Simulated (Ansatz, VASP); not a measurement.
# Cs2Ti: VASP beside Ansatz

```xyz
6
Lattice="9.8243 0.0000 0.0000 0.0000 9.8243 0.0000 0.0000 0.0000 3.6791" Properties=species:S:1:pos:R:3 pbc="T T T"
Cs    2.4561    2.4561    1.8396
Cs    7.3682    2.4561    1.8396
Cs    2.4561    7.3682    1.8396
Cs    7.3682    7.3682    1.8396
Ti    0.0000    4.9121   -0.0027
Ti    4.9121    0.0000    3.6818
```

Alike in both runs: functional PBE; k mesh 4 × 4 × 4; occupations gaussian, width 0.1 eV; no spin polarisation.

Ansatz relaxed the structure, and its values are those at the end. VASP's run is a single point on that final structure, the one shown.

```csv
,VASP,Ansatz
version,VASP 6.6.1,Ansatz 0.2.0
potentials or method,"VASP PAW PBE potentials, release 64 (Cs_sv, Ti_sv), cutoff 520 eV","scalar-relativistic, plane waves, PAW"
valence electrons in the cell,60,60
```

Ansatz gave:

| Quantity | Value |
| --- | --- |
| gap on the k mesh at the Fermi level (eV) | none |
| pressure (GPa) | 0.3 |

Problem. Estimate VASP's values.

Solution. gap on the k mesh at the Fermi level (eV): none; pressure (GPa): 0.2.

A gap of «none» marks a metal or a gap that the smearing closes.

The k mesh is coarse, so the values compare programs but aren't converged. Neither program's run includes spin-orbit coupling.
